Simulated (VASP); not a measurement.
# Cd (I4/mmm) in VASP: a series of runs

Runs on Cd. Level: PBEsol. Tasks: single point.

Everything below comes from runs of VASP 6.6.1. Logs are shortened: lines on timing, memory, paths and dates and some standing lists are left out, and cuts for length are marked.

## (1) The cell of the first run

The structure is tetragonal, space group I4/mmm (No. 139). Conventional cell: a = 2.795 Å, b = 2.795 Å, c = 5.589 Å, α = 90.00°, β = 90.00°, γ = 90.00°. Cd (site symmetry 4/mmm) has 12 Cd at 2.79 to 3.42 Å within 3.7 Å.

## (2) Single point, PBEsol

Contents of INCAR:

```
ALGO     = Fast           # electronic algorithm
EDIFF    = 1E-6           # SCF threshold, eV
ENCUT    = 520            # plane-wave cutoff, eV
GGA      = PS             # functional
ISIF     = 2              # what is computed and relaxed
ISMEAR   = 0              # smearing method
LASPH    = True           # aspherical terms in the spheres
LCHARG   = True           # write CHGCAR
LELF     = True           # ELF
LREAL    = False          # projectors in reciprocal space
LVHAR    = True         
LWAVE    = False          # write WAVECAR
NBANDS   = 12             # bands
NELM     = 60             # most SCF steps
PREC     = Accurate       # precision mode
SIGMA    = 0.15           # smearing width, eV
```

Contents of KPOINTS:

```
k-points
0
Gamma
  20 20 20
```

Contents of POSCAR:

```
Cd
1.0
    0.0000000000      1.9762462525      2.7944122010
    1.9762462525      0.0000000000      2.7944122010
    1.9762462525      1.9762462525      0.0000000000
Cd
1
Direct
    0.0000000000      0.0000000000      0.0000000000
```

Potentials or basis: VASP PAW PBE potentials, release 64 (Cd).

Launch:

```bash
$ cat potpaw_PBE.64/Cd/POTCAR > POTCAR
$ mpirun -np 1 vasp_std > vasp.out
```

OUTCAR:

```text
EDIFF = 1E-6
   ENCUT = 520
   GGA = PS
   ISIF = 2
   ISMEAR = 0
   LASPH = True
   LREAL = False
   NELM = 60
   PREC = Accurate

 ion  position               nearest neighbor table
   1  0.000  0.000  0.000-

  LATTYP: Found a body centered tetragonal cell.
 ALAT       =     2.7948342529
 C/A-ratio  =     1.9996979772

  Lattice vectors:

 A1 = (  -1.9762462525,   0.0000000000,   2.7944122010)
 A2 = (   1.9762462525,   0.0000000000,   2.7944122010)
 A3 = (   0.0000000000,   1.9762462525,  -2.7944122010)

Analysis of symmetry for initial positions (statically):
=====================================================================
 Subroutine PRICEL returns:
 Original cell was already a primitive cell.

 Routine SETGRP: Setting up the symmetry group for a
 body centered tetragonal supercell.

 Subroutine GETGRP returns: Found 16 space group operations
 (whereof 16 operations were pure point group operations)
 out of a pool of 16 trial point group operations.

The static configuration has the point symmetry D_4h.

Analysis of symmetry for dynamics (positions and initial velocities):
=====================================================================
 Subroutine PRICEL returns:
 Original cell was already a primitive cell.

 Routine SETGRP: Setting up the symmetry group for a
 body centered tetragonal supercell.

 Subroutine GETGRP returns: Found 16 space group operations
 (whereof 16 operations were pure point group operations)
 out of a pool of 16 trial point group operations.

The dynamic configuration has the point symmetry D_4h.

 Subroutine INISYM returns: Found 16 space group operations
 (whereof 16 operations are pure point group operations),
 and found     1 'primitive' translations

----------------------------------------------------------------------------------------

                                     Primitive cell

  volume of cell :      21.8274

  direct lattice vectors                    reciprocal lattice vectors
     0.000000000  1.976246252  2.794412201    -0.253004907  0.253004907  0.178928506
     1.976246252  0.000000000  2.794412201     0.253004907 -0.253004907  0.178928506
     1.976246252  1.976246252  0.000000000     0.253004907  0.253004907 -0.178928506

  length of vectors
     3.422614322  3.422614322  2.794834253     0.400047968  0.400047968  0.400047968

  position of ions in fractional coordinates (direct lattice)
     0.000000000  0.000000000  0.000000000

  ion indices of the primitive-cell ions
   primitive index   ion index
                 1           1

----------------------------------------------------------------------------------------

 KPOINTS: k-points

Automatic generation of k-mesh.
 Grid dimensions read from file:
 generate k-points for:   20   20   20

 Generating k-lattice:

  Cartesian coordinates                     Fractional coordinates (reciprocal lattice)
    -0.012650245  0.012650245  0.008946425     0.050000000  0.000000000  0.000000000
     0.012650245 -0.012650245  0.008946425     0.000000000  0.050000000  0.000000000
     0.012650245  0.012650245 -0.008946425    -0.000000000 -0.000000000  0.050000000

  Length of vectors
     0.020002398  0.020002398  0.020002398

  Shift w.r.t. Gamma in fractional coordinates (k-lattice)
     0.000000000  0.000000000  0.000000000

 Subroutine IBZKPT returns following result:
 ===========================================

 Found    641 irreducible k-points:

 Following reciprocal coordinates:
            Coordinates               Weight
  0.000000  0.000000  0.000000      1.000000
  0.050000  0.000000  0.000000      8.000000
  0.100000 -0.000000  0.000000      8.000000
  0.150000  0.000000  0.000000      8.000000
  0.200000 -0.000000  0.000000      8.000000
  0.250000  0.000000  0.000000      8.000000
[... 16 lines left out ...]
 -0.400000  0.050000  0.000000      8.000000
 -0.350000  0.050000  0.000000      8.000000
 [... further k-points ...]
   k-points           NKPTS =    641   k-points in BZ     NKDIM =    641   number of bands    NBANDS=     12
   number of dos      NEDOS =    301   number of ions     NIONS =      1
   total plane-waves  NPLWV =  18816
   dimension x,y,z NGX =    28 NGY =   28 NGZ =   24
   dimension x,y,z NGXF=    56 NGYF=   56 NGZF=   48
   ions per type =               1
   NGX,Y,Z   is equivalent  to a cutoff of  13.60, 13.60, 14.28 a.u.
   NGXF,Y,Z  is equivalent  to a cutoff of  27.20, 27.20, 28.55 a.u.
 SYSTEM =  unknown system
   PREC   = accura    normal or accurate (medium, high low for compatibility)
   ISTART =      0    job   : 0-new  1-cont  2-samecut
   ICHARG =      2    charge: 1-file 2-atom 10-const
   ISPIN  =      1    spin polarized calculation?
   LNONCOLLINEAR =      F non collinear calculations
   LSORBIT =      F    spin-orbit coupling
   LASPH  =      T    aspherical Exc in radial PAW
   ENCUT  =  520.0 eV  38.22 Ry    6.18 a.u.   6.36  6.36  5.20*2*pi/ulx,y,z
   NELM   =     60;   NELMIN=  2; NELMDL= -5     # of ELM steps
   EDIFF  = 0.1E-05   stopping-criterion for ELM
   LREAL  =      F    real-space projection
   EDIFFG = 0.1E-04   stopping-criterion for IOM
   NSW    =      0    number of steps for IOM
   IBRION =     -1    ionic relax: 0-MD 1-quasi-New 2-CG
   NFREE  =      0    steps in history (QN), initial steepest desc. (CG)
   ISIF   =      2    stress and relaxation
   ISYM   =      2    0-nonsym 1-usesym 2-fastsym
   POTIM  = 0.5000    time-step for ionic-motion
   TEBEG  =    0.0;   TEEND  =   0.0 temperature during run
   PSTRESS=    0.0 pullay stress
   NELECT =      12.0000    total number of electrons
   NUPDOWN=      -1.0000    fix difference up-down
   EMIN   =  10.00;   EMAX   =-10.00  energy-range for DOS
   EFERMI =   0.00;   METHOD = LEGACY
   ISMEAR =     0;   SIGMA  =   0.15  broadening in eV -4-tet -1-fermi 0-gaus
   EFERMI_NEDOS =   21; number of points for ismear=-14 and -15
   IALGO  =     68    algorithm
   IMIX   =      4    mixing-type and parameters
     AMIX     =   0.40;   BMIX     =  1.00
     AMIX_MAG =   1.60;   BMIX_MAG =  1.00
  volume/ion in A,a.u.               =      21.83       147.30
  Fermi-wavevector in a.u.,A,eV,Ry     =   1.341120  2.534350 24.471486  1.798604
  Thomas-Fermi vector in A             =   2.469379
   LORBIT       =      0    0 simple, 1 ext, 2 COOP (PROOUT), +10 PAW based schemes
   GGA     = PS    functional components
   LHFCALC =     F    Hartree Fock is set to
   AEXX    =    0.0000 exact exchange contribution
   IVDW    =     0    specifies the selected vdW correction
   LEPSILON=     F    determine dielectric tensor
   LRPA    =     F    only Hartree local field effects (RPA)
 non-spin polarized calculation
 RMM-DIIS sequential band-by-band and
 Gauss-broadening in eV      SIGMA  =   0.15
  energy-cutoff  :      520.00
  volume of cell :       21.83
 maximum number of plane-waves:       603
 NGX is ok and might be reduce to    28

 number of electron      12.0000001 magnetization

 Free energy of the ion-electron system (eV)
  ---------------------------------------------------
  ext. energy  EPLUGINS =         0.00000000
  ---------------------------------------------------
  free energy    TOTEN  =        -1.04119357 eV

  energy without entropy =       -1.03666357  energy(sigma->0) =       -1.03892857

 E-fermi :   2.6777     XC(G=0): -11.1297

 val. band max:        2.6579940072   @ k =   0.5000   0.4000   0.1000
 cond. band min:       2.6884878573   @ k =   0.5000   0.0500   0.4500
 fundamental gap:      0.0304938501
 Fermi energy:         2.6777317539

 k-point     1 :       0.0000    0.0000    0.0000
  band No.  band energies     occupation
      1      -7.3688      2.00000
      2      -6.8349      2.00000
      3      -6.0427      2.00000
      4      -5.9775      2.00000
      5      -5.9775      2.00000
      6      -5.5211      2.00000
      7      13.5179      0.00000
      8      17.7679      0.00000
      9      18.0018      0.00000
     10      18.2714      0.00000
     11      18.2714      0.00000
     12      19.2659      0.00000

 k-point     2 :       0.0500    0.0000    0.0000
  band No.  band energies     occupation
      1      -7.3486      2.00000
      2      -6.8090      2.00000
      3      -6.0108      2.00000
      4      -5.9731      2.00000
      5      -5.9712      2.00000
      6      -5.5356      2.00000
      7      13.3796      0.00000
      8      17.2453      0.00000
      9      17.7588      0.00000
     10      18.2643      0.00000
     11      18.2815      0.00000
     12      18.9350      0.00000

 k-point     3 :       0.1000   -0.0000    0.0000
  band No.  band energies     occupation
      1      -7.2985      2.00000
      2      -6.7332      2.00000
      3      -6.0665      2.00000
      4      -5.9534      2.00000
      5      -5.7962      2.00000
      6      -5.5773      2.00000
      7      13.0175      0.00000
      8      15.4963      0.00000
      9      17.2198      0.00000
     10      18.3172      0.00000
     11      18.6867      0.00000
     12      18.9641      0.00000
[... 286 lines left out ...]
 k-point    23 :      -0.4000    0.0500    0.0000
  band No.  band energies     occupation
      1      -7.0652      2.00000
      2      -6.8773      2.00000
      3      -6.0989      2.00000
      4      -5.7095      2.00000
      5      -5.6160      2.00000
      6      -0.7338      2.00000
      7       3.3474      0.00000
      8       9.6984      0.00000
      9      14.5825      0.00000
     10      19.4243      0.00000
     11      20.2412      0.00000
     12      23.1077      0.00000

 k-point    24 :      -0.3500    0.0500    0.0000
  band No.  band energies     occupation
      1      -7.0673      2.00000
      2      -6.8111      2.00000
      3      -6.0596      2.00000
      4      -5.7370      2.00000
      5      -5.7222      2.00000
      6      -1.8798      2.00000
      7       4.9324      0.00000
      8      10.1681      0.00000
      9      14.5648      0.00000
     10      19.6224      0.00000
     11      20.2112      0.00000
     12      23.3531      0.00000

 [... further k-points ...]

------------------------ aborting loop because EDIFF is reached ----------------------------------------

  FORCE on cell =-STRESS in cart. coord.  units (eV):
  Direction    XX          YY          ZZ          XY          YZ          ZX
  --------------------------------------------------------------------------------------
  -------------------------------------------------------------------------------------
  Total        0.7942505      0.7942505     -0.2927131      0.0000000      0.0000000      0.0000000
  in kB       58.2995902     58.2995902    -21.4857347      0.0000000      0.0000000      0.0000000
  external PRESSURE =      31.7044819 kB  Pullay stress =       0.0000000 kB

 VOLUME and BASIS-vectors are now :
 -----------------------------------------------------------------------------
  energy-cutoff  :      520.00
  volume of cell :       21.83
      direct lattice vectors                 reciprocal lattice vectors
     0.000000000  1.976246252  2.794412201    -0.253004907  0.253004907  0.178928506
     1.976246252  0.000000000  2.794412201     0.253004907 -0.253004907  0.178928506
     1.976246252  1.976246252  0.000000000     0.253004907  0.253004907 -0.178928506

 POSITION                                       TOTAL-FORCE (eV/Angst)
 -----------------------------------------------------------------------------------
      0.00000      0.00000      0.00000        -0.000000      0.000000     -0.000000
 -----------------------------------------------------------------------------------
    total drift:                                0.000000     -0.000000     -0.000000

  FREE ENERGIE OF THE ION-ELECTRON SYSTEM (eV)
  ---------------------------------------------------
  free  energy   TOTEN  =        -1.0411935730 eV

  energy  without entropy=       -1.0366635697  energy(sigma->0) =       -1.03892857
```

Wall time 2.9 min (1 thread of Intel Xeon Platinum 8259CL at 2.50GHz (Skylake/Cascade Lake), shared host); peak memory 0.28 GiB.

What came out:

| Property | Result |
| --- | --- |
| Free energy | -1.0412 eV |
| Pressure | 3.2 GPa |
| Band gap on the k mesh | zero (bands 6 and 7 overlap by 5.48 eV) |

Caveat: the cell stands under pressure; the PAW data sets were made with another functional, which shifts forces and pressure a little.

## (3) Single point, PBEsol

This run uses another cell than the first one, of the same volume but with other edges.

Contents of INCAR:

```
SYSTEM = Cd
  ALGO = Fast
  EDIFF = 1E-6
  ENCUT = 520
  GGA = PS
  ISIF = 2
  ISMEAR = 0
  LASPH = .TRUE.
  LCHARG = .FALSE.
  LREAL = .FALSE.
  LWAVE = .FALSE.
  NBANDS = 12
  NELM = 60
  PREC = Accurate
  SIGMA = 0.15
```

Contents of KPOINTS:

```
k-points
0
G
  20 20 20
  0 0 0
```

Contents of POSCAR:

```
Cd
1.0
    0.0000000000      2.0324026154      2.6421234001
    2.0324026154      0.0000000000      2.6421234001
    2.0324026154      2.0324026154      0.0000000000
Cd
1
Direct
    0.0000000000      0.0000000000      0.0000000000
```

Potentials or basis: VASP PAW PBE potentials, release 64 (Cd).

Launch:

```bash
$ cat potpaw_PBE.64/Cd/POTCAR > POTCAR
$ mpirun -np 1 vasp_std > vasp.out
```

Wall time 2.6 min (1 thread of Intel Xeon Platinum 8259CL at 2.50GHz (Skylake/Cascade Lake), shared host); peak memory 0.28 GiB.

Results (log left out):

| Property | Result |
| --- | --- |
| Free energy | -1.0930 eV |
| Pressure | 1.3 GPa |
| Band gap on the k mesh | zero (bands 6 and 7 overlap by 4.36 eV) |

Stress tensor (GPa, compression positive):
```
 3.18  0.00  0.00
 0.00  3.18  0.00
 0.00  0.00 -2.56
```

Levels at points of the mesh, in eV from the Fermi level:
| k point | band 4 | band 5 | band 6 | band 7 | band 8 | band 9 |
| --- | --- | --- | --- | --- | --- | --- |
| (0.00, 0.00, 0.00) | -8.72 | -8.72 | -8.25 | 13.21 | 14.75 | 15.30 |
| (0.50, 0.00, 0.00) | -8.34 | -8.16 | -2.23 | -1.06 | 8.18 | 12.56 |
| (0.50, 0.50, 0.00) | -8.22 | -8.16 | -2.55 | -1.97 | 9.84 | 9.84 |
| (0.50, 0.00, 0.50) | -8.33 | -7.76 | 0.48 | 3.41 | 5.31 | 6.52 |

Caveat: the PAW data sets were made with another functional, which shifts forces and pressure a little.
